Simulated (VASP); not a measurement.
# Ag (Fm-3m) in VASP: notebook

Ag is run at these levels: r2SCAN; tasks: single point.

All numbers are computed with VASP 6.6.1; they aren't measurements. Logs are shortened: lines on timing, memory, paths and dates and some standing lists are left out, and cuts for length are marked.

**1. The cell of the first run**

It takes space group Fm-3m (No. 225, cubic). Conventional cell: a = 4.120 Å, b = 4.120 Å, c = 4.120 Å, α = 90.00°, β = 90.00°, γ = 90.00°. Within 3.8 Å of Ag (site symmetry m-3m) lie 12 Ag at 2.91 Å.

**2. Single point, r2SCAN**

POSCAR

```
Ag
1.0
    0.0000000000      2.0599566960      2.0599566960
    2.0599566960      0.0000000000      2.0599566960
    2.0599566960      2.0599566960      0.0000000000
Ag
1
Direct
    0.0000000000      0.0000000000      0.0000000000
```

INCAR.step1

```
ALGO = Normal
EDIFF = 1E-4
ENCUT = 520
GGA = PE
ISMEAR = -1
LASPH = True
LCHARG = False
LREAL = False
LWAVE = True
NBANDS = 12
NELM = 100
PREC = Accurate
SIGMA = 0.1
```

INCAR.step2

```
ALGO = Normal
EDIFF = 1E-6
ENCUT = 520
ISIF = 2
ISMEAR = -1
ISTART = 1
LASPH = True
LCHARG = False
LMIXTAU = True
LREAL = False
LWAVE = False
METAGGA = R2SCAN
NBANDS = 12
NELM = 100
PREC = Accurate
SIGMA = 0.1
```

KPOINTS

```
k-points
0
Gamma
  14 14 14
```

Potentials or basis: VASP PAW PBE potentials, release 64 (Ag).

Run with:

```sh
$ cat potpaw_PBE.64/Ag/POTCAR > POTCAR
$ cp INCAR.step1 INCAR
$ mpirun -np 1 vasp_std > vasp.out
$ cp INCAR.step2 INCAR
$ mpirun -np 1 vasp_std > vasp.out
```

OUTCAR:

```text
EDIFF = 1E-6
   ENCUT = 520
   ISIF = 2
   ISMEAR = -1
   ISTART = 1
   LASPH = True
   LREAL = False
   METAGGA = R2SCAN
   NELM = 100
   PREC = Accurate

 ion  position               nearest neighbor table
   1  0.000  0.000  0.000-

  LATTYP: Found a face centered cubic cell.
 ALAT       =     4.1199133920

  Lattice vectors:

 A1 = (   0.0000000000,   2.0599566960,   2.0599566960)
 A2 = (   2.0599566960,   0.0000000000,   2.0599566960)
 A3 = (   2.0599566960,   2.0599566960,   0.0000000000)

Analysis of symmetry for initial positions (statically):
=====================================================================
 Subroutine PRICEL returns:
 Original cell was already a primitive cell.

 Routine SETGRP: Setting up the symmetry group for a
 face centered cubic supercell.

 Subroutine GETGRP returns: Found 48 space group operations
 (whereof 48 operations were pure point group operations)
 out of a pool of 48 trial point group operations.

The static configuration has the point symmetry O_h .

Analysis of symmetry for dynamics (positions and initial velocities):
=====================================================================
 Subroutine PRICEL returns:
 Original cell was already a primitive cell.

 Routine SETGRP: Setting up the symmetry group for a
 face centered cubic supercell.

 Subroutine GETGRP returns: Found 48 space group operations
 (whereof 48 operations were pure point group operations)
 out of a pool of 48 trial point group operations.

The dynamic configuration has the point symmetry O_h .

 Subroutine INISYM returns: Found 48 space group operations
 (whereof 48 operations are pure point group operations),
 and found     1 'primitive' translations

----------------------------------------------------------------------------------------

                                     Primitive cell

  volume of cell :      17.4825

  direct lattice vectors                    reciprocal lattice vectors
     0.000000000  2.059956696  2.059956696    -0.242723549  0.242723549  0.242723549
     2.059956696  0.000000000  2.059956696     0.242723549 -0.242723549  0.242723549
     2.059956696  2.059956696  0.000000000     0.242723549  0.242723549 -0.242723549

  length of vectors
     2.913218697  2.913218697  2.913218697     0.420409519  0.420409519  0.420409519

  position of ions in fractional coordinates (direct lattice)
     0.000000000  0.000000000  0.000000000

  ion indices of the primitive-cell ions
[... 80 lines left out ...]
   ISIF   =      2    stress and relaxation
   ISYM   =      2    0-nonsym 1-usesym 2-fastsym
   POTIM  = 0.5000    time-step for ionic-motion
   TEBEG  =    0.0;   TEEND  =   0.0 temperature during run
   PSTRESS=    0.0 pullay stress
   NELECT =      11.0000    total number of electrons
   NUPDOWN=      -1.0000    fix difference up-down
   EMIN   =  10.00;   EMAX   =-10.00  energy-range for DOS
   EFERMI =   0.00;   METHOD = LEGACY
   ISMEAR =    -1;   SIGMA  =   0.10  broadening in eV -4-tet -1-fermi 0-gaus
   EFERMI_NEDOS =   21; number of points for ismear=-14 and -15
   IALGO  =     38    algorithm
   IMIX   =      4    mixing-type and parameters
     AMIX     =   0.40;   BMIX     =  1.00
     AMIX_MAG =   1.60;   BMIX_MAG =  1.00
  volume/ion in A,a.u.               =      17.48       117.98
  Fermi-wavevector in a.u.,A,eV,Ry     =   1.402828  2.650960 26.775249  1.967925
  Thomas-Fermi vector in A             =   2.525550
   LORBIT       =      0    0 simple, 1 ext, 2 COOP (PROOUT), +10 PAW based schemes
   METAGGA = R2SCAN    functional components
   LHFCALC =     F    Hartree Fock is set to
   AEXX    =    0.0000 exact exchange contribution
   IVDW    =     0    specifies the selected vdW correction
   LEPSILON=     F    determine dielectric tensor
   LRPA    =     F    only Hartree local field effects (RPA)
 non-spin polarized calculation
  energy-cutoff  :      520.00
  volume of cell :       17.48
 maximum number of plane-waves:       495
 NGX is ok and might be reduce to    24
   NGX = 11   NGY = 11   NGZ = 11

 number of electron      10.9999999 magnetization

 Free energy of the ion-electron system (eV)
  ---------------------------------------------------
  ext. energy  EPLUGINS =         0.00000000
  ---------------------------------------------------
  free energy    TOTEN  =       -21.36110911 eV

  energy without entropy =      -21.35204972  energy(sigma->0) =      -21.35657942

 E-fermi :   8.0366     XC(G=0): -12.7948

 val. band max:        7.8282548419   @ k =   0.4286   0.3571   0.0000
 cond. band min:       8.0600987869   @ k =   0.5000   0.2143   0.0714
 fundamental gap:      0.2318439450
 Fermi energy:         8.0366441571

 k-point     1 :       0.0000    0.0000    0.0000
  band No.  band energies     occupation
      1       0.3208      2.00000
      2       3.0423      2.00000
      3       3.0423      2.00000
      4       3.0424      2.00000
      5       4.0413      2.00000
      6       4.0413      2.00000
      7      24.6807      0.00000
      8      28.2512      0.00000
      9      28.2512      0.00000
     10      28.2512      0.00000
     11      33.1501      0.00000
     12      34.0398      0.00000
[... 331 lines left out ...]
 k-point    24 :       0.2857    0.1429    0.0000
  band No.  band energies     occupation
      1       1.9721      2.00000
      2       2.6782      2.00000
      3       3.2726      2.00000
      4       3.5256      2.00000
      5       4.4207      2.00000
      6       4.4420      2.00000
      7      20.3238      0.00000
      8      24.5748      0.00000
      9      24.8721      0.00000
     10      26.9409      0.00000
     11      30.2703      0.00000
     12      33.8542      0.00000

 [... further k-points ...]

------------------------ aborting loop because EDIFF is reached ----------------------------------------

  FORCE on cell =-STRESS in cart. coord.  units (eV):
  Direction    XX          YY          ZZ          XY          YZ          ZX
  --------------------------------------------------------------------------------------
  -------------------------------------------------------------------------------------
  Total       -0.1048154     -0.1048154     -0.1048154      0.0000000      0.0000000      0.0000000
  in kB       -9.6057536     -9.6057536     -9.6057536      0.0000000      0.0000000      0.0000000
  external PRESSURE =      -9.6057536 kB  Pullay stress =       0.0000000 kB

 VOLUME and BASIS-vectors are now :
 -----------------------------------------------------------------------------
  energy-cutoff  :      520.00
  volume of cell :       17.48
      direct lattice vectors                 reciprocal lattice vectors
     0.000000000  2.059956696  2.059956696    -0.242723549  0.242723549  0.242723549
     2.059956696  0.000000000  2.059956696     0.242723549 -0.242723549  0.242723549
     2.059956696  2.059956696  0.000000000     0.242723549  0.242723549 -0.242723549

 POSITION                                       TOTAL-FORCE (eV/Angst)
 -----------------------------------------------------------------------------------
      0.00000      0.00000      0.00000         0.000000      0.000000      0.000000
 -----------------------------------------------------------------------------------
    total drift:                                0.000000      0.000000     -0.000000

  FREE ENERGIE OF THE ION-ELECTRON SYSTEM (eV)
  ---------------------------------------------------
  free  energy   TOTEN  =       -21.3611091117 eV

  energy  without entropy=      -21.3520497193  energy(sigma->0) =      -21.35657942
```

OUTCAR.step1:

```text
EDIFF = 1E-4
   ENCUT = 520
   GGA = PE
   ISMEAR = -1
   LASPH = True
[... 575 lines left out ...]

 POSITION                                       TOTAL-FORCE (eV/Angst)
 -----------------------------------------------------------------------------------
      0.00000      0.00000      0.00000        -0.000000      0.000000     -0.000000
 -----------------------------------------------------------------------------------
    total drift:                               -0.000000      0.000000     -0.000000

  FREE ENERGIE OF THE ION-ELECTRON SYSTEM (eV)
  ---------------------------------------------------
  free  energy   TOTEN  =        -2.7198967548 eV

  energy  without entropy=       -2.7105086084  energy(sigma->0) =       -2.71520268
```

Run time: 94 s. Hardware: 1 thread of Intel Xeon 8259CL, shared host; peak memory 0.16 GiB.

Results:

| Quantity | Value |
| --- | --- |
| Free energy | -21.3611 eV |
| Pressure | -1.0 GPa |
| Band gap on the k mesh | zero (an odd number of electrons rules out a gap without spin polarisation) |

Levels at points of the mesh, in eV from the Fermi level:
```tsv
k point	band 2	band 3	band 4	band 5	band 6	band 7	band 8	band 9	band 10	band 11
(0.00, 0.00, 0.00)	-4.99	-4.99	-4.99	-4.00	-4.00	16.64	20.21	20.21	20.21	25.11
(0.50, 0.00, 0.00)	-5.02	-5.02	-3.21	-3.21	-0.21	3.62	15.88	18.39	18.39	23.29
(0.50, 0.50, 0.00)	-6.46	-3.25	-3.01	-3.01	1.81	6.83	11.06	11.06	17.43	17.58
```

Caveat: the PAW data sets were made with another functional, which shifts forces and pressure a little.

[end of part 1 of 3]
